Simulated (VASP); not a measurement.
# FeO (Wuestite) (R-3m) in VASP: settings compared

The runs below take FeO (Wuestite) through relaxation of cell and atoms, single point, with BLYP+D4, LDA.

All numbers are computed with VASP 6.6.1; they aren't measurements. Logs are shortened: lines on timing, memory, paths and dates and some standing lists are left out, and cuts for length are marked.

### Step 1. The cell of the first run

The structure is trigonal, space group R-3m (No. 166). Conventional cell: a = 3.038 Å, b = 3.038 Å, c = 7.559 Å, α = 90.00°, β = 90.00°, γ = 120.00°. Fe (site symmetry -3m) has 6 O at 2.16 Å within 2.9 Å. Within 2.9 Å of O (site symmetry -3m) lie 6 Fe at 2.16 Å.

### Step 2. Relaxation of cell and atoms, BLYP+D4, collinear spin, ferromagnetic start

INCAR reads:

```
SYSTEM = FeO
PREC     = Accurate       ! precision mode
ENCUT    = 600            ! plane-wave cutoff, eV
EDIFF    = 1E-6           ! SCF threshold, eV
ISMEAR   = -1             ! smearing method
SIGMA    = 0.05           ! smearing width, eV
LREAL    = .False.        ! projectors in reciprocal space
LASPH    = .True.         ! aspherical terms in the spheres
NELM     = 150            ! most SCF steps
ALGO     = Normal         ! electronic algorithm
ISIF     = 3              ! what is computed and relaxed
LWAVE    = .False.        ! write WAVECAR
LCHARG   = .False.        ! write CHGCAR
ISPIN    = 2              ! spin polarisation
MAGMOM   = 3 0            ! initial moments
LORBIT   = 11             ! projections on sites
LMAXMIX  = 4              ! l up to which the mixer works
GGA      = B5             ! functional
ALDAX    = 1.0          
AGGAX    = 1.0          
AGGAC    = 1.0          
ALDAC    = 0.0          
IVDW     = 13             ! dispersion correction
VDW_S6   = 1.0          
VDW_S8   = 2.34076671   
VDW_A1   = 0.44488865   
VDW_A2   = 4.0933009    
IBRION   = 2              ! ionic algorithm
NSW      = 60             ! ionic steps
EDIFFG   = -0.01          ! ionic threshold
```

KPOINTS reads:

```
Automatic mesh
0
Gamma
  11 11 11
  0 0 0
```

POSCAR reads:

```
FeO
1.0
    1.5188209023      0.8768916568      2.5195772846
   -1.5188209023      0.8768916568      2.5195772846
    0.0000000000     -1.7537833136      2.5195772846
Fe O
1 1
Direct
    0.0000000000      0.0000000000      0.0000000000
    0.5000000000      0.5000000000      0.5000000000
```

Potentials or basis: VASP PAW PBE potentials, release 64 (Fe, O).

The run is started by

```bash
$ cat potpaw_PBE.64/Fe/POTCAR potpaw_PBE.64/O/POTCAR > POTCAR
$ mpirun -np 1 vasp_std > vasp.out
```

OUTCAR:

```text
SYSTEM = FeO
   PREC = Accurate
   ENCUT = 600
   EDIFF = 1E-6
   ISMEAR = -1
   LREAL = .False.
   LASPH = .True.
   NELM = 150
   ISIF = 3
   ISPIN = 2
   LORBIT = 11
   GGA = B5
   IVDW = 13
   IBRION = 2
   NSW = 60
   EDIFFG = -0.01

 ion  position               nearest neighbor table
   1  0.000  0.000  0.000-   2 2.16   2 2.16   2 2.16   2 2.16   2 2.16   2 2.16
   2  0.500  0.500  0.500-   1 2.16   1 2.16   1 2.16   1 2.16   1 2.16   1 2.16

  LATTYP: Found a trigonal (rhomboedric) cell.
 ALAT       =     3.0698575869
 COS(alpha) =     0.5104391626

  Lattice vectors:

 A1 = (   1.5188209023,   0.8768916568,   2.5195772846)
 A2 = (  -1.5188209023,   0.8768916568,   2.5195772846)
 A3 = (   0.0000000000,  -1.7537833136,   2.5195772846)

Analysis of symmetry for initial positions (statically):
=====================================================================
 Subroutine PRICEL returns:
 Original cell was already a primitive cell.

 Routine SETGRP: Setting up the symmetry group for a
 trigonal (rhombohedral) supercell.

 Subroutine GETGRP returns: Found 12 space group operations
 (whereof 12 operations were pure point group operations)
 out of a pool of 12 trial point group operations.

The static configuration has the point symmetry D_3d.

Analysis of symmetry for dynamics (positions and initial velocities):
=====================================================================
 Subroutine PRICEL returns:
 Original cell was already a primitive cell.

 Routine SETGRP: Setting up the symmetry group for a
 trigonal (rhombohedral) supercell.

 Subroutine GETGRP returns: Found 12 space group operations
 (whereof 12 operations were pure point group operations)
 out of a pool of 12 trial point group operations.

The dynamic configuration has the point symmetry D_3d.

Analysis of structural, dynamic, and magnetic symmetry:
=====================================================================
 Subroutine PRICEL returns:
 Original cell was already a primitive cell.

 Routine SETGRP: Setting up the symmetry group for a
 trigonal (rhombohedral) supercell.

 Subroutine GETGRP returns: Found 12 space group operations
 (whereof 12 operations were pure point group operations)
 out of a pool of 12 trial point group operations.

The overall configuration has the point symmetry D_3d.

 Subroutine INISYM returns: Found 12 space group operations
 (whereof 12 operations are pure point group operations),
 and found     1 'primitive' translations

----------------------------------------------------------------------------------------

[... 123 lines left out ...]
 conjugate gradient relaxation of ions
 spin polarized calculation
  energy-cutoff  :      600.00
  volume of cell :       20.13
 maximum number of plane-waves:       683
 NGX is ok and might be reduce to    28
   NGX = 13   NGY = 13   NGZ = 13

--------------------------------------- Ionic step        1  -------------------------------------------

 number of electron      14.0000000 magnetization       3.9985167

 Free energy of the ion-electron system (eV)
  ---------------------------------------------------
  ext. energy  EPLUGINS =         0.00000000
  ---------------------------------------------------
  free energy    TOTEN  =       -13.88231683 eV

  energy without entropy =      -13.86989492  energy(sigma->0) =      -13.87610587

------------------------ aborting loop because EDIFF is reached ----------------------------------------

  DFT-D4 for vdW energy calculation

  Edisp (eV):   -1.28097
[... 105 lines left out ...]
  FREE ENERGIE OF THE ION-ELECTRON SYSTEM (eV)
  ---------------------------------------------------
  free  energy   TOTEN  =       -15.1633167665 eV

  energy  without entropy=      -15.1508970148  energy(sigma->0) =      -15.15710689

[... ionic steps 4 to 7 ...]

--------------------------------------- Ionic step        8  -------------------------------------------

 number of electron      14.0000000 magnetization       3.9992720

------------------------ aborting loop because EDIFF is reached ----------------------------------------
[... 75 lines left out ...]
--------------------------------------- Ionic step       10  -------------------------------------------

 number of electron      14.0000000 magnetization       3.9993179

 Free energy of the ion-electron system (eV)
  ---------------------------------------------------
  ext. energy  EPLUGINS =         0.00000000
  ---------------------------------------------------
  free energy    TOTEN  =       -13.86864677 eV

  energy without entropy =      -13.85637300  energy(sigma->0) =      -13.86250989

 E-fermi :   6.5903     XC(G=0): -11.6280

 val. band max:        6.5675337051   @ k =   0.3636   0.1818   0.1818
 cond. band min:       6.5918147178   @ k =  -0.3636   0.3636   0.2727
 fundamental gap:      0.0242810127
 Fermi energy:         6.5902979893

 spin component 1

 k-point     1 :       0.0000    0.0000    0.0000
  band No.  band energies     occupation
      1     -14.0278      1.00000
      2       2.8158      1.00000
      3       2.8181      1.00000
      4       2.8181      1.00000
      5       2.8703      1.00000
      6       2.8725      1.00000
      7       2.8725      1.00000
      8       3.0942      1.00000
      9       3.0942      1.00000
     10       7.1505      0.00001
     11      22.8971      0.00000
     12      24.1315      0.00000
     13      24.1412      0.00000
[... 356 lines left out ...]
      2      -0.5527      1.00000
      3       0.4823      1.00000
      4       1.0052      1.00000
      5       3.2218      1.00000
      6       3.5197      1.00000
      7       4.0503      1.00000
      8       4.1675      1.00000
      9       5.9932      0.99999
     10      10.7162      0.00000
     11      17.7041      0.00000
     12      18.7616      0.00000
     13      21.9309      0.00000

 [... further k-points ...]

 spin component 2

 k-point     1 :       0.0000    0.0000    0.0000
  band No.  band energies     occupation
      1     -13.4825      1.00000
      2       3.4003      1.00000
      3       3.4028      1.00000
      4       3.4028      1.00000
      5       5.8434      1.00000
      6       5.8457      1.00000
      7       5.8457      1.00000
      8       6.7602      0.03234
      9       6.7602      0.03234
     10       7.8818      0.00000
     11      22.8767      0.00000
     12      24.9623      0.00000
     13      24.9712      0.00000
[... 401 lines left out ...]
  FREE ENERGIE OF THE ION-ELECTRON SYSTEM (eV)
  ---------------------------------------------------
  free  energy   TOTEN  =       -15.1668912055 eV

  energy  without entropy=      -15.1546174321  energy(sigma->0) =      -15.16075432

 reached required accuracy - stopping structural energy minimisation

 total charge

# of ion       s       p       d       tot
------------------------------------------
    1        0.286   0.357   6.130   6.773
    2        1.545   3.469   0.000   5.014
--------------------------------------------------
tot          1.832   3.826   6.130  11.788

 magnetization (x)

# of ion       s       p       d       tot
------------------------------------------
    1        0.023   0.018   3.554   3.594
    2        0.031   0.292   0.000   0.324
--------------------------------------------------
tot          0.054   0.310   3.554   3.918
```

OSZICAR:

```text
N       E                     dE             d eps       ncg     rms          rms(c)
DAV:   1     0.888613032812E+02    0.88861E+02   -0.77694E+03  7784   0.139E+03
DAV:   2    -0.948676228829E+01   -0.98348E+02   -0.85790E+02  8051   0.270E+02
DAV:   3    -0.164611185629E+02   -0.69744E+01   -0.67202E+01  8752   0.828E+01
[... 75 lines left out ...]
DAV:   1    -0.138688802743E+02   -0.40152E-03   -0.23755E-02  7967   0.146E+00    0.148E-01
DAV:   2    -0.138686962069E+02    0.18407E-03   -0.33995E-04  9683   0.247E-01    0.770E-02
DAV:   3    -0.138686475844E+02    0.48622E-04   -0.33131E-04  9929   0.113E-01    0.382E-02
DAV:   4    -0.138686505346E+02   -0.29502E-05   -0.83088E-06  8227   0.310E-02    0.148E-02
DAV:   5    -0.138686465713E+02    0.39633E-05   -0.67976E-06  5684   0.386E-02    0.919E-03
DAV:   6    -0.138686467739E+02   -0.20257E-06   -0.53254E-06  4160   0.124E-02
  10 F= -.15166891E+02 E0= -.15160754E+02  d E =-.517318E-03  mag=     3.9993
```

CONTCAR:

```text
FeO
   1.00000000000000
     1.5186973320812132    0.8768203135009173    2.4809276421589201
    -1.5186973320812132    0.8768203135009173    2.4809276421589201
     0.0000000000000000   -1.7536406270018345    2.4809276421589201
  Fe              O
     1     1
Direct
     0.0000000000000000    0.0000000000000000    0.0000000000000000
     0.5000000000000000    0.5000000000000000    0.5000000000000000

  0.00000000E+00  0.00000000E+00  0.00000000E+00
  0.00000000E+00  0.00000000E+00  0.00000000E+00
```

Wall time 5.7 min (1 thread of Intel Xeon 6975P-C (Granite Rapids), shared host); peak memory 0.24 GiB.

Results:

- Free energy: -15.1669 eV
- Relaxed volume: 9.91 Å³/atom
- Relaxed cell: a = 3.038 Å, b = 3.038 Å, c = 3.038 Å, α = 59.98°, β = 59.98°, γ = 59.98°
- Space group after relaxing (to 0.05 Å): Fm-3m (No. 225)
- Energy gained by relaxing: 1.8 meV/atom
- Ionic steps: 10
- Pressure after relaxing: 0.0 GPa
- Band gap on the k mesh: zero (filled and empty bands overlap)
- Net moment: 4.00 μB per cell
- Site moments: Fe +3.59; O +0.32 μB
- Valence electrons inside the program's atomic spheres: Fe 6.77; O 5.01
- Dispersion energy per atom: -0.649 eV

The path:
```
step  energy change (eV)  largest force (eV/Å)  pressure (GPa)  volume (Å³)
   1              0.0000                0.0000           -2.99        20.13
   2              0.1130                0.0000          938.46        19.59
   3              0.0000                0.0000           -2.91        20.13
   4             -0.0001                0.0000           -2.91        20.13
   5             -0.0030                0.0000           -0.43        19.86
   6             -0.0031                0.0000            0.11        19.81
   7             -0.0031                0.0000           -0.02        19.81
   8             -0.0033                0.0000            0.02        19.81
   9             -0.0036                0.0000           -0.04        19.82
  10             -0.0036                0.0000           -0.04        19.82
```

Final structure:
```
Fe O
1.0
     1.51870    0.87682    2.48093
    -1.51870    0.87682    2.48093
     0.00000   -1.75364    2.48093
Fe O
1 1
Direct
  0.00000 0.00000 0.00000
  0.50000 0.50000 0.50000
```

Levels at points of the mesh, in eV from the Fermi level:
Spin up:
```
           k point  band 7  band 8  band 9  band 10  band 11  band 12
(0.00, 0.00, 0.00)   -3.72   -3.50   -3.50     0.56    16.31    17.54
```
Spin down:
| k point | band 3 | band 4 | band 5 | band 6 | band 7 | band 8 |
| --- | --- | --- | --- | --- | --- | --- |
| (0.00, 0.00, 0.00) | -3.19 | -3.19 | -0.75 | -0.74 | -0.74 | 0.17 |

Caveat: the PAW data sets were made with another functional, which shifts forces and pressure a little; a cell with one magnetic atom can't hold antiferromagnetic order, which such compounds often take; semilocal functionals often make such compounds metallic where correlation or magnetic order opens a gap, which also shifts bond lengths; pairwise dispersion overbinds metals, which lowers pressure and volume.

### Step 3. Single point, LDA, collinear spin, ferromagnetic start

This run uses another cell than the first one, of 10.27 Å³/atom, 1.020 times its volume.

INCAR reads:

```
PREC     = Accurate       # precision mode
ENCUT    = 600            # plane-wave cutoff, eV
EDIFF    = 1E-6           # SCF threshold, eV
ISMEAR   = -1             # smearing method
SIGMA    = 0.05           # smearing width, eV
LREAL    = False          # projectors in reciprocal space
LASPH    = True           # aspherical terms in the spheres
NELM     = 200            # most SCF steps
ALGO     = Normal         # electronic algorithm
ISIF     = 2              # what is computed and relaxed
LWAVE    = False          # write WAVECAR
LCHARG   = True           # write CHGCAR
ISPIN    = 2              # spin polarisation
MAGMOM   = 3 0            # initial moments
LORBIT   = 11             # projections on sites
LMAXMIX  = 4              # l up to which the mixer works
LELF     = True           # ELF
LVHAR    = True         
NBANDS   = 22             # bands
GGA_COMPAT= False
```

KPOINTS reads:

```
Automatic mesh
0
Gamma
  9 9 9
```

POSCAR reads:

```
FeO
1.0
    1.5288796120      0.8826990556      2.5362637132
   -1.5288796120      0.8826990556      2.5362637132
    0.0000000000     -1.7653981111      2.5362637132
Fe O
1 1
Direct
    0.0000000000      0.0000000000      0.0000000000
    0.5000000000      0.5000000000      0.5000000000
```

Potentials or basis: VASP PAW LDA potentials, release 64 (Fe_sv, O).

The run is started by

```bash
$ cat potpaw_LDA.64/Fe_sv/POTCAR potpaw_LDA.64/O/POTCAR > POTCAR
$ mpirun -np 1 vasp_std > vasp.out
```

Run time: 1.8 min. Hardware: 1 thread of Intel Xeon Platinum 8375C at 2.90GHz (Ice Lake), shared host; peak memory 0.2 GiB.

The run converged. Its results:

```yaml
Free_energy: -16.4272 eV
Pressure: -21.3 GPa
Band_gap_on_the_k_mesh: zero (filled and empty bands overlap)
Net_moment: 4.00 μB per cell
Site_moments: Fe +3.43; O +0.31 μB
Valence_electrons_inside_the_program's_atomic_spheres: Fe 13.61; O 4.94
```

Stress tensor (GPa, compression positive):
```
-20.91   0.00   0.00
  0.00 -20.91   0.00
  0.00   0.00 -22.18
```

Levels at points of the mesh, in eV from the Fermi level:
Spin up:
| k point | band 9 | band 10 | band 11 | band 12 | band 13 | band 14 | band 15 | band 16 | band 17 | band 18 |
| --- | --- | --- | --- | --- | --- | --- | --- | --- | --- | --- |
| (0.00, 0.00, 0.00) | -3.62 | -3.55 | -3.55 | -3.32 | -3.32 | 0.06 | 15.13 | 16.49 | 16.89 | 16.89 |
Spin down:
```csv
k point,band 6,band 7,band 8,band 9,band 10,band 11,band 12,band 13
"(0.00, 0.00, 0.00)",-3.17,-3.07,-3.07,-0.75,-0.66,-0.66,0.03,0.03
```

Caveat: a cell with one magnetic atom can't hold antiferromagnetic order, which such compounds often take; semilocal functionals often make such compounds metallic where correlation or magnetic order opens a gap, which also shifts bond lengths.

### Step 4. Comparison with measurements

Step 2. The cell as given is a measured one (10.07 Å³/atom); BLYP+D4 puts the equilibrium volume -1.5 % from it, thermal expansion not counted.
